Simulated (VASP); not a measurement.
# Tl2PdC4N4 (P2_1/c) in VASP: electric field gradients with PBE

Aim: the electric field gradients of Tl2PdC4N4 with PBE.

Everything below comes from runs of VASP 6.6.1. Logs are shortened: lines on timing, memory, paths and dates and some standing lists are left out, and cuts for length are marked.

### Step 1. The cell of the first run

Symmetry: P2_1/c, No. 14, monoclinic system. The conventional cell has a = 6.277 Å, b = 7.437 Å, c = 10.045 Å, α = 90.00°, β = 112.53°, γ = 90.00°. Tl (site symmetry 1) has 10 N at 2.85 to 4.61 Å and 1 Pd at 3.17 Å and 10 C at 3.52 to 4.12 Å and 2 Tl at 4.05 to 4.27 Å within 4.7 Å. Pd (site symmetry -1) has 4 C at 1.98 to 2.01 Å within 2.6 Å. C (site symmetry 1) has 1 N at 1.18 Å within 1.6 Å. C (site symmetry 1) has 1 N at 1.13 Å within 1.5 Å. Within 1.6 Å of N (site symmetry 1) lie 1 C at 1.18 Å. N (site symmetry 1) has 1 C at 1.13 Å within 1.5 Å.

### Step 2. Electric field gradients, PBE

Contents of INCAR:

```
ALGO = Normal
EDIFF = 1E-8
ENCUT = 520
GGA = PE
GGA_COMPAT = False
ISIF = 2
ISMEAR = -1
KPAR = 4
LASPH = True
LCHARG = False
LEFG = True
LREAL = False
LWAVE = False
NBANDS = 89
NELM = 120
PREC = Accurate
SIGMA = 0.05
```

Contents of KPOINTS:

```
k-points
0
Gamma
  6 5 4
```

Contents of POSCAR:

```
Tl2PdC4N4
1.0
    6.2770000000      0.0000000000      0.0000000000
    0.0000000000      7.4370000000      0.0000000000
   -3.8480653468      0.0000000000      9.2783380759
Tl Pd C N
4 2 8 8
Direct
    0.3129200000      0.8498400000      0.0843200000
    0.6870800000      0.3498400000      0.4156800000
    0.6870800000      0.1501600000      0.9156800000
    0.3129200000      0.6501600000      0.5843200000
    0.0000000000      0.5000000000      0.0000000000
    0.0000000000      0.0000000000      0.5000000000
    0.2695000000      0.3356000000      0.0621000000
    0.7305000000      0.8356000000      0.4379000000
    0.7305000000      0.6644000000      0.9379000000
    0.2695000000      0.1644000000      0.5621000000
    0.9903000000      0.4979000000      0.7977000000
    0.0097000000      0.9979000000      0.7023000000
    0.0097000000      0.5021000000      0.2023000000
    0.9903000000      0.0021000000      0.2977000000
    0.4295000000      0.2375000000      0.1019000000
    0.5705000000      0.7375000000      0.3981000000
    0.5705000000      0.7625000000      0.8981000000
    0.4295000000      0.2625000000      0.6019000000
    0.9842000000      0.4975000000      0.6842000000
    0.0158000000      0.9975000000      0.8158000000
    0.0158000000      0.5025000000      0.3158000000
    0.9842000000      0.0025000000      0.1842000000
```

Potentials or basis: VASP PAW PBE potentials, release 64 (Tl_d, Pd, C, N).

Launch:

```sh
$ cat potpaw_PBE.64/Tl_d/POTCAR potpaw_PBE.64/Pd/POTCAR potpaw_PBE.64/C/POTCAR potpaw_PBE.64/N/POTCAR > POTCAR
$ mpirun -np 4 vasp_std > vasp.out
```

OUTCAR:

```text
EDIFF = 1E-8
   ENCUT = 520
   GGA = PE
   ISIF = 2
   ISMEAR = -1
   LASPH = True
   LREAL = False
   NELM = 120
   PREC = Accurate

 ion  position               nearest neighbor table
   1  0.313  0.850  0.084-  20 2.85  22 2.85   5 3.17   3 4.05
   2  0.687  0.350  0.416-  19 2.85  21 2.85   6 3.17   4 4.05
   3  0.687  0.150  0.916-  22 2.85  20 2.85   5 3.17   1 4.05
   4  0.313  0.650  0.584-  21 2.85  19 2.85   6 3.17   2 4.05
   5  0.000  0.500  0.000-   7 1.98   9 1.98  11 2.01  13 2.01   1 3.17   3 3.17
   6  0.000  0.000  0.500-   8 1.98  10 1.98  12 2.01  14 2.01   2 3.17   4 3.17
   7  0.270  0.336  0.062-  15 1.18   5 1.98
   8  0.730  0.836  0.438-  16 1.18   6 1.98
   9  0.730  0.664  0.938-  17 1.18   5 1.98
  10  0.270  0.164  0.562-  18 1.18   6 1.98
  11  0.990  0.498  0.798-  19 1.13   5 2.01
  12  0.010  0.998  0.702-  20 1.13   6 2.01
  13  0.010  0.502  0.202-  21 1.13   5 2.01
  14  0.990  0.002  0.298-  22 1.13   6 2.01
  15  0.429  0.237  0.102-   7 1.18
  16  0.571  0.737  0.398-   8 1.18
  17  0.571  0.763  0.898-   9 1.18
  18  0.429  0.263  0.602-  10 1.18
  19  0.984  0.498  0.684-  11 1.13   2 2.85   4 2.85
  20  0.016  0.998  0.816-  12 1.13   1 2.85   3 2.85
  21  0.016  0.502  0.316-  13 1.13   4 2.85   2 2.85
  22  0.984  0.002  0.184-  14 1.13   3 2.85   1 2.85

  LATTYP: Found a simple monoclinic cell.
 ALAT       =     6.2770000000
 B/A-ratio  =     1.1848016568
 C/A-ratio  =     1.5279592162
 COS(beta)  =    -0.2532514496

  Lattice vectors:

 A1 = (   6.2770000000,   0.0000000000,   0.0000000000)
 A2 = (   0.0000000000,  -7.4370000000,   0.0000000000)
 A3 = (  -2.4289346532,   0.0000000000,  -9.2783380759)

Analysis of symmetry for initial positions (statically):
=====================================================================
 Subroutine PRICEL returns:
 Original cell was already a primitive cell.

 Routine SETGRP: Setting up the symmetry group for a
 simple monoclinic supercell.

 Subroutine GETGRP returns: Found  4 space group operations
 (whereof  2 operations were pure point group operations)
 out of a pool of  4 trial point group operations.

The static configuration has the point symmetry S_2 .
 The point group associated with its full space group is C_2h.

Analysis of symmetry for dynamics (positions and initial velocities):
=====================================================================
 Subroutine PRICEL returns:
 Original cell was already a primitive cell.

 Routine SETGRP: Setting up the symmetry group for a
 simple monoclinic supercell.

 Subroutine GETGRP returns: Found  4 space group operations
 (whereof  2 operations were pure point group operations)
 out of a pool of  4 trial point group operations.

The dynamic configuration has the point symmetry S_2 .
 The point group associated with its full space group is C_2h.

 Subroutine INISYM returns: Found  4 space group operations
 (whereof  2 operations are pure point group operations),
 and found     1 'primitive' translations

----------------------------------------------------------------------------------------

                                     Primitive cell

  volume of cell :     433.1318

  direct lattice vectors                    reciprocal lattice vectors
     6.277000000  0.000000000  0.000000000     0.159311773  0.000000000  0.066072405
     0.000000000  7.437000000  0.000000000     0.000000000  0.134462821  0.000000000
    -3.848065347  0.000000000  9.278338076     0.000000000  0.000000000  0.107777922

  length of vectors
     6.277000000  7.437000000 10.044658499     0.172469718  0.134462821  0.107777922

  position of ions in fractional coordinates (direct lattice)
     0.312920000  0.849840000  0.084320000
     0.687080000  0.349840000  0.415680000
     0.687080000  0.150160000  0.915680000
     0.312920000  0.650160000  0.584320000
     0.000000000  0.500000000  0.000000000
     0.000000000  0.000000000  0.500000000
[... 14 lines left out ...]
     0.015800000  0.502500000  0.315800000
     0.984200000  0.002500000  0.184200000

[... 102 lines left out ...]
   ISIF   =      2    stress and relaxation
   ISYM   =      2    0-nonsym 1-usesym 2-fastsym
   POTIM  = 0.5000    time-step for ionic-motion
   TEBEG  =    0.0;   TEEND  =   0.0 temperature during run
   PSTRESS=    0.0 pullay stress
   NELECT =     144.0000    total number of electrons
   NUPDOWN=      -1.0000    fix difference up-down
   EMIN   =  10.00;   EMAX   =-10.00  energy-range for DOS
   EFERMI =   0.00;   METHOD = LEGACY
   ISMEAR =    -1;   SIGMA  =   0.05  broadening in eV -4-tet -1-fermi 0-gaus
   EFERMI_NEDOS =   21; number of points for ismear=-14 and -15
   IALGO  =     38    algorithm
   IMIX   =      4    mixing-type and parameters
     AMIX     =   0.40;   BMIX     =  1.00
     AMIX_MAG =   1.60;   BMIX_MAG =  1.00
  volume/ion in A,a.u.               =      19.69       132.86
  Fermi-wavevector in a.u.,A,eV,Ry     =   1.134111  2.143159 17.499924  1.286208
  Thomas-Fermi vector in A             =   2.270815
   LORBIT       =      0    0 simple, 1 ext, 2 COOP (PROOUT), +10 PAW based schemes
   GGA     = PE    functional components
   LHFCALC =     F    Hartree Fock is set to
   AEXX    =    0.0000 exact exchange contribution
   IVDW    =     0    specifies the selected vdW correction
   LEPSILON=     F    determine dielectric tensor
   LRPA    =     F    only Hartree local field effects (RPA)
 non-spin polarized calculation
  energy-cutoff  :      520.00
  volume of cell :      433.13
 maximum number of plane-waves:     11688
   NGX = 23   NGY = 27   NGZ = 37

 number of electron     144.0000010 magnetization

 Free energy of the ion-electron system (eV)
  ---------------------------------------------------
  ext. energy  EPLUGINS =         0.00000000
  ---------------------------------------------------
  free energy    TOTEN  =      -153.87055096 eV

  energy without entropy =     -153.87055096  energy(sigma->0) =     -153.87055096

 E-fermi :   1.3303     XC(G=0):  -8.3629

 val. band max:        0.2329270698   @ k =   0.0000   0.0000   0.0000
 cond. band min:       2.9841657213   @ k =   0.0000   0.4000   0.2500
 fundamental gap:      2.7512386515
 Fermi energy:         1.3303466626

 k-point     1 :       0.0000    0.0000    0.0000
  band No.  band energies     occupation
      1     -16.4720      2.00000
      2     -16.4385      2.00000
      3     -16.4032      2.00000
      4     -16.3872      2.00000
      5     -16.0745      2.00000
      6     -16.0673      2.00000
[... 2077 lines left out ...]
     83       5.8272      0.00000
     84       5.9332      0.00000

 [... further k-points ...]

 [bands above 84 left out]

------------------------ aborting loop because EDIFF is reached ----------------------------------------

  FORCE on cell =-STRESS in cart. coord.  units (eV):
  Direction    XX          YY          ZZ          XY          YZ          ZX
  --------------------------------------------------------------------------------------
  -------------------------------------------------------------------------------------
  Total        4.5703156      1.4273459     23.8163681      0.0000000      0.0000000     -8.5699496
  in kB       16.9058369      5.2798271     88.0979926      0.0000000      0.0000000    -31.7006925
  external PRESSURE =      36.7612189 kB  Pullay stress =       0.0000000 kB

 VOLUME and BASIS-vectors are now :
 -----------------------------------------------------------------------------
  energy-cutoff  :      520.00
  volume of cell :      433.13
      direct lattice vectors                 reciprocal lattice vectors
     6.277000000  0.000000000  0.000000000     0.159311773  0.000000000  0.066072405
     0.000000000  7.437000000  0.000000000     0.000000000  0.134462821  0.000000000
    -3.848065347  0.000000000  9.278338076     0.000000000  0.000000000  0.107777922

 POSITION                                       TOTAL-FORCE (eV/Angst)
 -----------------------------------------------------------------------------------
      1.63973      6.32026      0.78235        -0.032576      0.026513     -0.030122
      2.71324      2.60176      3.85682         0.032576      0.026513      0.030122
      0.78920      1.11674      8.49599         0.032576     -0.026513      0.030122
     -0.28430      4.83524      5.42152        -0.032576     -0.026513     -0.030122
      0.00000      3.71850      0.00000         0.000000      0.000000      0.000000
     -1.92403      0.00000      4.63917         0.000000      0.000000      0.000000
[... 14 lines left out ...]
     -1.11604      3.73709      2.93010        -2.150617      0.023167      5.625034
      5.46901      0.01859      1.70907         2.150617      0.023167     -5.625034
 -----------------------------------------------------------------------------------
    total drift:                                0.000000      0.000000     -0.000000

  FREE ENERGIE OF THE ION-ELECTRON SYSTEM (eV)
  ---------------------------------------------------
  free  energy   TOTEN  =      -153.8705509631 eV

  energy  without entropy=     -153.8705509630  energy(sigma->0) =     -153.87055096

 Electric field gradients (V/A^2)
---------------------------------------------------------------------
 ion       V_xx      V_yy      V_zz      V_xy      V_xz      V_yz
---------------------------------------------------------------------
   1       8.539   -17.931     9.392    -6.417     0.896    -1.741
   2       8.539   -17.931     9.392     6.417     0.896     1.741
   3       8.539   -17.931     9.392    -6.417     0.896    -1.741
   4       8.539   -17.931     9.392     6.417     0.896     1.741
   5      -4.912    87.894   -82.982   150.116    33.044    57.955
   6      -4.912    87.894   -82.982  -150.116    33.044   -57.955
[... 14 lines left out ...]
  21      28.656    43.585   -72.241     4.751    44.557     1.460
  22      28.656    43.585   -72.241    -4.751    44.557    -1.460
---------------------------------------------------------------------

 Electric field gradients after diagonalization (V/A^2)
 (convention: |V_zz| > |V_xx| > |V_yy|)
----------------------------------------------------------------------
 ion       V_xx      V_yy      V_zz     asymmetry (V_yy - V_xx)/ V_zz
----------------------------------------------------------------------
   1      11.032     8.451   -19.483       0.132
   2      11.032     8.451   -19.483       0.132
   3      11.032     8.451   -19.483       0.132
   4      11.032     8.451   -19.483       0.132
   5    -118.453   -94.982   213.434       0.110
   6    -118.453   -94.982   213.434       0.110
[... 14 lines left out ...]
  21      49.603    39.498   -89.101       0.113
  22      49.603    39.498   -89.101       0.113
----------------------------------------------------------------------

           NMR quadrupolar parameters

 Cq : quadrupolar parameter    Cq=e*Q*V_zz/h
 eta: asymmetry parameters     (V_yy - V_xx)/ V_zz
 Q  : nuclear electric quadrupole moment in mb (millibarn)
----------------------------------------------------------------------
 ion       Cq(MHz)       eta       Q (mb)
----------------------------------------------------------------------
   1      -0.047       0.132       1.000
   2      -0.047       0.132       1.000
   3      -0.047       0.132       1.000
   4      -0.047       0.132       1.000
   5       0.516       0.110       1.000
   6       0.516       0.110       1.000
[... 14 lines left out ...]
  21      -0.215       0.113       1.000
  22      -0.215       0.113       1.000
----------------------------------------------------------------------
```

It took 13 min on 4 MPI ranks of Intel Xeon Platinum 8259CL at 2.50GHz (Skylake/Cascade Lake), shared host; peak memory 1.4 GiB.

What came out:

* Free energy: -153.8706 eV
* Pressure: 3.7 GPa
* Largest force: 6.287 eV/Å
* Band gap on the k mesh: 2.75 eV (least direct gap 2.99 eV)
* Largest electric field gradient by atom: Tl -19.5; Pd +213.4; C -62.8, -62.6 (each value once); N -78.8, -89.1 (each value once) V/Å²

Forces on the atoms (eV/Å):
```
Tl  -0.033  0.027 -0.030
Tl   0.033  0.027  0.030
Tl   0.033 -0.027  0.030
Tl  -0.033 -0.027 -0.030
Pd   0.000  0.000  0.000
Pd   0.000  0.000  0.000
C    0.314 -0.243  0.151
C   -0.314 -0.243 -0.151
C   -0.314  0.243 -0.151
C    0.314  0.243  0.151
C   -2.224  0.032  5.880
C    2.224  0.032 -5.880
C    2.224 -0.032 -5.880
C   -2.224 -0.032  5.880
N   -0.348  0.258 -0.164
N    0.348  0.258  0.164
N    0.348 -0.258  0.164
N   -0.348 -0.258 -0.164
N    2.151 -0.023 -5.625
N   -2.151 -0.023  5.625
N   -2.151  0.023  5.625
N    2.151  0.023 -5.625
```

Levels at points of the mesh, in eV from the valence-band top:
```
           k point  band 69  band 70  band 71  band 72  band 73  band 74  band 75  band 76
(0.00, 0.00, 0.00)    -1.30    -1.27    -0.21     0.00     3.59     3.72     3.98     3.99
(0.50, 0.00, 0.00)    -1.23    -1.10    -0.29    -0.26     3.67     3.87     4.03     4.08
(0.00, 0.00, 0.50)    -1.02    -1.02    -0.12    -0.12     3.66     3.66     4.08     4.08
(0.50, 0.00, 0.50)    -0.89    -0.89    -0.19    -0.19     3.65     3.65     3.97     3.97
```

Electric field gradients, principal values (V/Å²):
| atom | least | middle | greatest (by size) |
| --- | --- | --- | --- |
| 1 Tl | 8.451 | 11.032 | -19.483 |
| 2 Tl | 8.451 | 11.032 | -19.483 |
| 3 Tl | 8.451 | 11.032 | -19.483 |
| 4 Tl | 8.451 | 11.032 | -19.483 |
| 5 Pd | -94.982 | -118.453 | 213.434 |
| 6 Pd | -94.982 | -118.453 | 213.434 |
| 7 C | 30.562 | 32.255 | -62.817 |
| 8 C | 30.562 | 32.255 | -62.817 |
| 9 C | 30.562 | 32.255 | -62.817 |
| 10 C | 30.562 | 32.255 | -62.817 |
| 11 C | 29.853 | 32.699 | -62.552 |
| 12 C | 29.853 | 32.699 | -62.552 |
| 13 C | 29.853 | 32.699 | -62.552 |
| 14 C | 29.853 | 32.699 | -62.552 |
| 15 N | 35.103 | 43.745 | -78.847 |
| 16 N | 35.103 | 43.745 | -78.847 |
| 17 N | 35.103 | 43.745 | -78.847 |
| 18 N | 35.103 | 43.745 | -78.847 |
| 19 N | 39.498 | 49.603 | -89.101 |
| 20 N | 39.498 | 49.603 | -89.101 |
| 21 N | 39.498 | 49.603 | -89.101 |
| 22 N | 39.498 | 49.603 | -89.101 |

Caveat: the stress differs along the axes, from 1 to 9 GPa; without QUAD_EFG the Cq values of the log hold for a quadrupole moment of 1 mb, not for the nuclei; spin-orbit coupling is left out, which moves the levels of the heavy elements; forces of over 1 eV/Å act on the atoms, so gaps and moduli don't describe the material at rest.
